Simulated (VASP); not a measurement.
# Zn2SiN2 (P6/mmm) in VASP: a series of runs

The runs below take Zn2SiN2 through single point, with PBE.

Program: VASP 6.6.1. These are calculated values, not measurements. Logs are shortened: lines on timing, memory, paths and dates and some standing lists are left out, and cuts for length are marked.

**1. The cell of the first run**

The structure is hexagonal, space group P6/mmm (No. 191). The conventional cell has a = 4.317 Å, b = 4.317 Å, c = 10.582 Å, α = 90.00°, β = 90.00°, γ = 120.00°. Zn (site symmetry -6m2) has 3 Zn at 2.49 Å and 3 Si at 2.49 Å within 3.3 Å. Within 3.3 Å of Si (site symmetry 6/mmm) lie 6 Zn at 2.49 Å. Within 1.5 Å of N (site symmetry 6mm) lie 1 N at 1.10 Å.

The cell was generated, and may not be a known phase.

**2. Single point, PBE**

INCAR

```
PREC = Accurate
ENCUT = 520
EDIFF = 1E-6
ISMEAR = 0
SIGMA = 0.1
LREAL = False
LASPH = True
NELM = 100
ALGO = Normal
ISIF = 2
LWAVE = False
LCHARG = False
GGA = PE
NBANDS = 27
```

KPOINTS

```
regular mesh
0
Gamma
  12 12 4
```

POSCAR

```
Zn2SiN2
1.0
    4.3171108183      0.0000000000      0.0000000000
   -2.1585554092      3.7387276396      0.0000000000
    0.0000000000      0.0000000000     10.5822163749
Zn Si N
2 1 2
Direct
    0.3333333333      0.6666666667      0.5000000000
    0.6666666667      0.3333333333      0.5000000000
    0.0000000000      0.0000000000      0.5000000000
    0.0000000000      0.0000000000      0.0520861091
    0.0000000000      0.0000000000      0.9479138909
```

Potentials or basis: VASP PAW PBE potentials, release 64 (Zn, Si, N).

Run with:

```sh
> cat potpaw_PBE.64/Zn/POTCAR potpaw_PBE.64/Si/POTCAR potpaw_PBE.64/N/POTCAR > POTCAR
> mpirun -np 1 vasp_std > vasp.out
```

OUTCAR:

```text
PREC = Accurate
   ENCUT = 520
   EDIFF = 1E-6
   ISMEAR = 0
   LREAL = False
   LASPH = True
   NELM = 100
   ISIF = 2
   GGA = PE

 ion  position               nearest neighbor table
   1  0.333  0.667  0.500-   2 2.49   2 2.49   3 2.49   3 2.49   3 2.49   2 2.49
   2  0.667  0.333  0.500-   1 2.49   1 2.49   3 2.49   3 2.49   3 2.49   1 2.49
   3  0.000  0.000  0.500-   1 2.49   2 2.49   2 2.49   1 2.49   2 2.49   1 2.49
   4  0.000  0.000  0.052-   5 1.10
   5  0.000  0.000  0.948-   4 1.10

  LATTYP: Found a hexagonal cell.
 ALAT       =     4.3171108183
 C/A-ratio  =     2.4512264846

  Lattice vectors:

 A1 = (   4.3171108183,   0.0000000000,   0.0000000000)
 A2 = (  -2.1585554092,   3.7387276396,   0.0000000000)
 A3 = (   0.0000000000,   0.0000000000,  10.5822163749)

Analysis of symmetry for initial positions (statically):
=====================================================================
 Subroutine PRICEL returns:
 Original cell was already a primitive cell.

 Routine SETGRP: Setting up the symmetry group for a
 hexagonal supercell.

 Subroutine GETGRP returns: Found 24 space group operations
 (whereof 24 operations were pure point group operations)
 out of a pool of 24 trial point group operations.

The static configuration has the point symmetry D_6h.

Analysis of symmetry for dynamics (positions and initial velocities):
=====================================================================
 Subroutine PRICEL returns:
 Original cell was already a primitive cell.

 Routine SETGRP: Setting up the symmetry group for a
 hexagonal supercell.

 Subroutine GETGRP returns: Found 24 space group operations
 (whereof 24 operations were pure point group operations)
 out of a pool of 24 trial point group operations.

The dynamic configuration has the point symmetry D_6h.

 Subroutine INISYM returns: Found 24 space group operations
 (whereof 24 operations are pure point group operations),
 and found     1 'primitive' translations

----------------------------------------------------------------------------------------

                                     Primitive cell

  volume of cell :     170.8023

  direct lattice vectors                    reciprocal lattice vectors
     4.317110818  0.000000000  0.000000000     0.231636398  0.133735337  0.000000000
    -2.158555409  3.738727640  0.000000000     0.000000000  0.267470674  0.000000000
     0.000000000  0.000000000 10.582216375     0.000000000  0.000000000  0.094498162

  length of vectors
     4.317110818  4.317110818 10.582216375     0.267470674  0.267470674  0.094498162

  position of ions in fractional coordinates (direct lattice)
     0.333333333  0.666666667  0.500000000
     0.666666667  0.333333333  0.500000000
     0.000000000  0.000000000  0.500000000
     0.000000000  0.000000000  0.052086109
     0.000000000  0.000000000  0.947913891

  ion indices of the primitive-cell ions
   primitive index   ion index
                 1           1
                 2           2
                 3           3
                 4           4
                 5           5

----------------------------------------------------------------------------------------

 KPOINTS: regular mesh

Automatic generation of k-mesh.
 Grid dimensions read from file:
 generate k-points for:   12   12    4

 Generating k-lattice:

  Cartesian coordinates                     Fractional coordinates (reciprocal lattice)
     0.019303033  0.011144611  0.000000000     0.083333333  0.000000000  0.000000000
     0.000000000  0.022289223  0.000000000     0.000000000  0.083333333  0.000000000
     0.000000000  0.000000000  0.023624541     0.000000000  0.000000000  0.250000000

  Length of vectors
     0.022289223  0.022289223  0.023624541

  Shift w.r.t. Gamma in fractional coordinates (k-lattice)
     0.000000000  0.000000000  0.000000000

 Subroutine IBZKPT returns following result:
 ===========================================

 Found     57 irreducible k-points:

 Following reciprocal coordinates:
            Coordinates               Weight
  0.000000  0.000000  0.000000      1.000000
  0.083333  0.000000  0.000000      6.000000
  0.166667 -0.000000  0.000000      6.000000
  0.250000 -0.000000  0.000000      6.000000
  0.333333 -0.000000  0.000000      6.000000
  0.416667 -0.000000  0.000000      6.000000
[... 16 lines left out ...]
  0.250000 -0.000000  0.250000     12.000000
  0.333333 -0.000000  0.250000     12.000000
 [... further k-points ...]
   k-points           NKPTS =     57   k-points in BZ     NKDIM =     57   number of bands    NBANDS=     27
   number of dos      NEDOS =    301   number of ions     NIONS =      5
   total plane-waves  NPLWV =  81920
   dimension x,y,z NGX =    32 NGY =   32 NGZ =   80
   dimension x,y,z NGXF=    64 NGYF=   64 NGZF=  160
   ions per type =               2   1   2
   NGX,Y,Z   is equivalent  to a cutoff of  12.32, 12.32, 12.57 a.u.
   NGXF,Y,Z  is equivalent  to a cutoff of  24.65, 24.65, 25.14 a.u.
 SYSTEM =  unknown system
   PREC   = accura    normal or accurate (medium, high low for compatibility)
   ISTART =      0    job   : 0-new  1-cont  2-samecut
   ICHARG =      2    charge: 1-file 2-atom 10-const
   ISPIN  =      1    spin polarized calculation?
   LNONCOLLINEAR =      F non collinear calculations
   LSORBIT =      F    spin-orbit coupling
   LASPH  =      T    aspherical Exc in radial PAW
   ENCUT  =  520.0 eV  38.22 Ry    6.18 a.u.   8.03  8.03 19.68*2*pi/ulx,y,z
   NELM   =    100;   NELMIN=  2; NELMDL= -5     # of ELM steps
   EDIFF  = 0.1E-05   stopping-criterion for ELM
   LREAL  =      F    real-space projection
   EDIFFG = 0.1E-04   stopping-criterion for IOM
   NSW    =      0    number of steps for IOM
   IBRION =     -1    ionic relax: 0-MD 1-quasi-New 2-CG
   NFREE  =      0    steps in history (QN), initial steepest desc. (CG)
   ISIF   =      2    stress and relaxation
   ISYM   =      2    0-nonsym 1-usesym 2-fastsym
   POTIM  = 0.5000    time-step for ionic-motion
   TEBEG  =    0.0;   TEEND  =   0.0 temperature during run
   PSTRESS=    0.0 pullay stress
   NELECT =      38.0000    total number of electrons
   NUPDOWN=      -1.0000    fix difference up-down
   EMIN   =  10.00;   EMAX   =-10.00  energy-range for DOS
   EFERMI =   0.00;   METHOD = LEGACY
   ISMEAR =     0;   SIGMA  =   0.10  broadening in eV -4-tet -1-fermi 0-gaus
   EFERMI_NEDOS =   21; number of points for ismear=-14 and -15
   IALGO  =     38    algorithm
   IMIX   =      4    mixing-type and parameters
     AMIX     =   0.40;   BMIX     =  1.00
     AMIX_MAG =   1.60;   BMIX_MAG =  1.00
  volume/ion in A,a.u.               =      34.16       230.53
  Fermi-wavevector in a.u.,A,eV,Ry     =   0.991984  1.874579 13.388580  0.984033
  Thomas-Fermi vector in A             =   2.123764
   LORBIT       =      0    0 simple, 1 ext, 2 COOP (PROOUT), +10 PAW based schemes
   GGA     = PE    functional components
   LHFCALC =     F    Hartree Fock is set to
   AEXX    =    0.0000 exact exchange contribution
   IVDW    =     0    specifies the selected vdW correction
   LEPSILON=     F    determine dielectric tensor
   LRPA    =     F    only Hartree local field effects (RPA)
 non-spin polarized calculation
 Gauss-broadening in eV      SIGMA  =   0.10
  energy-cutoff  :      520.00
  volume of cell :      170.80
 maximum number of plane-waves:      4622
   NGX = 17   NGY = 17   NGZ = 39

 number of electron      38.0000009 magnetization

 Free energy of the ion-electron system (eV)
  ---------------------------------------------------
  ext. energy  EPLUGINS =         0.00000000
  ---------------------------------------------------
  free energy    TOTEN  =       -22.56149339 eV

  energy without entropy =      -22.55393914  energy(sigma->0) =      -22.55771626

 E-fermi :  -0.8211     XC(G=0):  -6.0777

 val. band max:       -0.8636932251   @ k =   0.0000   0.0000   0.0000
 cond. band min:      -0.8079907901   @ k =   0.2500  -0.0000   0.0000
 fundamental gap:      0.0557024350
 Fermi energy:        -0.8210981529

 k-point     1 :       0.0000    0.0000    0.0000
  band No.  band energies     occupation
      1     -24.9518      2.00000
      2     -11.6159      2.00000
      3     -10.0835      2.00000
      4      -9.1643      2.00000
      5      -9.1643      2.00000
      6      -8.9839      2.00000
[... 19 lines left out ...]
     26       3.1004      0.00000
     27       4.0421      0.00000

 k-point     2 :       0.0833    0.0000    0.0000
  band No.  band energies     occupation
      1     -24.9513      2.00000
      2     -11.5450      2.00000
      3     -10.0801      2.00000
      4      -9.2386      2.00000
      5      -9.1942      2.00000
      6      -8.9407      2.00000
[... 19 lines left out ...]
     26       3.6907      0.00000
     27       4.0162      0.00000

 k-point     3 :       0.1667   -0.0000    0.0000
  band No.  band energies     occupation
      1     -24.9498      2.00000
      2     -11.3363      2.00000
      3     -10.0707      2.00000
      4      -9.3722      2.00000
      5      -9.2427      2.00000
      6      -8.9081      2.00000
[... 19 lines left out ...]
     26       3.6215      0.00000
     27       4.5152      0.00000

 k-point     4 :       0.2500   -0.0000    0.0000
  band No.  band energies     occupation
      1     -24.9476      2.00000
      2     -11.0061      2.00000
      3     -10.0578      2.00000
      4      -9.5015      2.00000
      5      -9.2835      2.00000
      6      -8.9287      2.00000
[... 19 lines left out ...]
     26       3.3577      0.00000
     27       4.8603      0.00000
[... 516 lines left out ...]
      4      -9.3722      2.00000
      5      -9.2427      2.00000
      6      -8.9081      2.00000
[... 19 lines left out ...]
     26       3.5126      0.00000
     27       4.1095      0.00000

 k-point    23 :       0.2500   -0.0000    0.2500
  band No.  band energies     occupation
      1     -24.9476      2.00000
      2     -11.0063      2.00000
      3     -10.0575      2.00000
      4      -9.5015      2.00000
      5      -9.2835      2.00000
      6      -8.9287      2.00000
[... 19 lines left out ...]
     26       3.3917      0.00000
     27       4.2636      0.00000

 k-point    24 :       0.3333   -0.0000    0.2500
  band No.  band energies     occupation
      1     -24.9454      2.00000
      2     -10.5990      2.00000
      3     -10.0445      2.00000
      4      -9.5864      2.00000
      5      -9.3126      2.00000
      6      -8.9478      2.00000
[... 19 lines left out ...]
     26       4.5954      0.00000
     27       4.6307      0.00000

 [... further k-points ...]

------------------------ aborting loop because EDIFF is reached ----------------------------------------

  FORCE on cell =-STRESS in cart. coord.  units (eV):
  Direction    XX          YY          ZZ          XY          YZ          ZX
  --------------------------------------------------------------------------------------
  -------------------------------------------------------------------------------------
  Total        0.0525931      0.0525931      1.8797123     -0.0000000      0.0000000      0.0000000
  in kB        0.4933388      0.4933388     17.6322727     -0.0000000      0.0000000      0.0000000
  external PRESSURE =       6.2063168 kB  Pullay stress =       0.0000000 kB

 VOLUME and BASIS-vectors are now :
 -----------------------------------------------------------------------------
  energy-cutoff  :      520.00
  volume of cell :      170.80
      direct lattice vectors                 reciprocal lattice vectors
     4.317110818  0.000000000  0.000000000     0.231636398  0.133735337  0.000000000
    -2.158555409  3.738727640  0.000000000     0.000000000  0.267470674  0.000000000
     0.000000000  0.000000000 10.582216375     0.000000000  0.000000000  0.094498162

 POSITION                                       TOTAL-FORCE (eV/Angst)
 -----------------------------------------------------------------------------------
     -0.00000      2.49249      5.29111         0.000000     -0.000000      0.000000
      2.15856      1.24624      5.29111        -0.000000     -0.000000      0.000000
      0.00000      0.00000      5.29111         0.000000      0.000000      0.000000
      0.00000      0.00000      0.55119         0.000000     -0.000000      1.743377
      0.00000      0.00000     10.03103        -0.000000      0.000000     -1.743377
 -----------------------------------------------------------------------------------
    total drift:                                0.000000      0.000000     -0.000000

  FREE ENERGIE OF THE ION-ELECTRON SYSTEM (eV)
  ---------------------------------------------------
  free  energy   TOTEN  =       -22.5614933857 eV

  energy  without entropy=      -22.5539391430  energy(sigma->0) =      -22.55771626
```

Wall time 5.9 min (1 thread of Intel Xeon 8259CL, shared host); peak memory 0.43 GiB.

Results:

| Property | Result |
| --- | --- |
| Free energy | -22.5615 eV |
| Pressure | 0.6 GPa |
| Largest force | 1.743 eV/Å |
| Band gap on the k mesh | zero (bands 19 and 20 overlap by 0.63 eV) |

Forces in eV/Å, atoms in the order of the input:
```
Zn   0.000  0.000  0.000
Zn   0.000  0.000  0.000
Si   0.000  0.000  0.000
N    0.000  0.000  1.743
N    0.000  0.000 -1.743
```

Levels at points of the mesh, in eV from the Fermi level:
| k point | band 16 | band 17 | band 18 | band 19 | band 20 | band 21 | band 22 | band 23 |
| --- | --- | --- | --- | --- | --- | --- | --- | --- |
| (0.00, 0.00, 0.00) | -6.05 | -2.40 | -0.04 | -0.04 | 0.59 | 1.08 | 1.08 | 2.46 |
| (0.50, 0.00, 0.00) | -6.22 | -5.92 | -2.94 | -0.40 | -0.12 | 1.09 | 2.03 | 2.37 |
| (0.00, 0.00, 0.50) | -6.06 | -2.39 | -0.04 | -0.04 | 0.59 | 1.08 | 1.08 | 2.46 |
| (0.50, 0.00, 0.50) | -6.22 | -5.92 | -2.94 | -0.40 | -0.11 | 1.14 | 1.94 | 2.37 |

Caveat: the standard files for N, O and F lose accuracy on very short bonds; forces of over 1 eV/Å act on the atoms, so gaps and moduli don't describe the material at rest.

**3. Single point, PBE**

INCAR

```
SYSTEM = Zn2SiN2
PREC     = Accurate       ! precision mode
ENCUT    = 520            ! plane-wave cutoff, eV
EDIFF    = 1E-7           ! SCF threshold, eV
ISMEAR   = 0              ! smearing method
SIGMA    = 0.1            ! smearing width, eV
LREAL    = .FALSE.        ! projectors in reciprocal space
LASPH    = .TRUE.         ! aspherical terms in the spheres
NELM     = 60             ! most SCF steps
ALGO     = Normal         ! electronic algorithm
ISIF     = 2              ! what is computed and relaxed
LWAVE    = .FALSE.        ! write WAVECAR
LCHARG   = .TRUE.         ! write CHGCAR
GGA      = PE             ! functional
LELF     = .TRUE.         ! ELF
LVHAR    = .TRUE.       
NBANDS   = 27             ! bands
```

KPOINTS

```
Automatic mesh
0
G
  12 12 4
  0 0 0
```

POSCAR is that of step 2.

Potentials or basis: VASP PAW PBE potentials, release 64 (Zn, Si, N).

Run with:

```sh
> cat potpaw_PBE.64/Zn/POTCAR potpaw_PBE.64/Si/POTCAR potpaw_PBE.64/N/POTCAR > POTCAR
> mpirun -np 1 vasp_std > vasp.out
```

OUTCAR:

```text
SYSTEM = Zn2SiN2
   PREC = Accurate
   ENCUT = 520
   EDIFF = 1E-7
   ISMEAR = 0
   LREAL = .FALSE.
   LASPH = .TRUE.
   NELM = 60
   ISIF = 2
   GGA = PE

 ion  position               nearest neighbor table
   1  0.333  0.667  0.500-   2 2.49   2 2.49   3 2.49   3 2.49   3 2.49   2 2.49
   2  0.667  0.333  0.500-   1 2.49   1 2.49   3 2.49   3 2.49   3 2.49   1 2.49
   3  0.000  0.000  0.500-   1 2.49   2 2.49   2 2.49   1 2.49   2 2.49   1 2.49
   4  0.000  0.000  0.052-   5 1.10
   5  0.000  0.000  0.948-   4 1.10

  LATTYP: Found a hexagonal cell.
 ALAT       =     4.3171108183
[... 922 lines left out ...]
  -------------------------------------------------------------------------------------
  Total        0.0451092      0.0451092      1.8742467     -0.0000000     -0.0000000      0.0000000
  in kB        0.4231381      0.4231381     17.5810039     -0.0000000     -0.0000000      0.0000000
  external PRESSURE =       6.1424267 kB  Pullay stress =       0.0000000 kB

 VOLUME and BASIS-vectors are now :
 -----------------------------------------------------------------------------
  energy-cutoff  :      520.00
  volume of cell :      170.80
      direct lattice vectors                 reciprocal lattice vectors
     4.317110818  0.000000000  0.000000000     0.231636398  0.133735337  0.000000000
    -2.158555409  3.738727640  0.000000000     0.000000000  0.267470674  0.000000000
     0.000000000  0.000000000 10.582216375     0.000000000  0.000000000  0.094498162

 POSITION                                       TOTAL-FORCE (eV/Angst)
 -----------------------------------------------------------------------------------
     -0.00000      2.49249      5.29111         0.000000     -0.000000      0.000000
      2.15856      1.24624      5.29111        -0.000000      0.000000      0.000000
      0.00000      0.00000      5.29111         0.000000      0.000000      0.000000
      0.00000      0.00000      0.55119         0.000000      0.000000      1.743442
      0.00000      0.00000     10.03103        -0.000000     -0.000000     -1.743442
 -----------------------------------------------------------------------------------
    total drift:                                0.000000      0.000000     -0.000000

  FREE ENERGIE OF THE ION-ELECTRON SYSTEM (eV)
  ---------------------------------------------------
  free  energy   TOTEN  =       -22.5614938792 eV

  energy  without entropy=      -22.5539390731  energy(sigma->0) =      -22.55771648
```

stdout:

```text
POSCAR found type information on POSCAR ZnSiN
 POSCAR found :  3 types and       5 ions
 scaLAPACK will be used
 LDA part: xc-table for (Slater+PW92), standard interpolation
 POSCAR, INCAR and KPOINTS ok, starting setup
 FFT: planning ... GRIDC
 FFT: planning ... GRID_SOFT
 FFT: planning ... GRID
 WAVECAR not read
 entering main loop
```

It took 7.6 min on 1 thread of Intel Xeon 8259CL, shared host; peak memory 0.43 GiB.

Results:

```yaml
Free_energy: -22.5615 eV
Pressure: 0.6 GPa
Largest_force: 1.743 eV/Å
Band_gap_on_the_k_mesh: zero (bands 19 and 20 overlap by 0.63 eV)
```

Forces in eV/Å, atoms in the order of the input:
```
Zn   0.000  0.000  0.000
Zn   0.000  0.000  0.000
Si   0.000  0.000  0.000
N    0.000  0.000  1.743
N    0.000  0.000 -1.743
```

Levels at points of the mesh, in eV from the Fermi level:
```csv
k point,band 16,band 17,band 18,band 19,band 20,band 21,band 22,band 23
"(0.00, 0.00, 0.00)",-6.05,-2.40,-0.04,-0.04,0.59,1.08,1.08,2.46
"(0.50, 0.00, 0.00)",-6.22,-5.92,-2.94,-0.40,-0.12,1.09,2.03,2.37
"(0.00, 0.00, 0.50)",-6.06,-2.39,-0.04,-0.04,0.59,1.08,1.08,2.46
"(0.50, 0.00, 0.50)",-6.22,-5.92,-2.94,-0.40,-0.11,1.14,1.94,2.37
```

Caveat: the standard files for N, O and F lose accuracy on very short bonds; forces of over 1 eV/Å act on the atoms, so gaps and moduli don't describe the material at rest.

(Part 1 of 2 ends here.)

The gap in the log of VASP goes by the Fermi energy; the results here count the filled bands.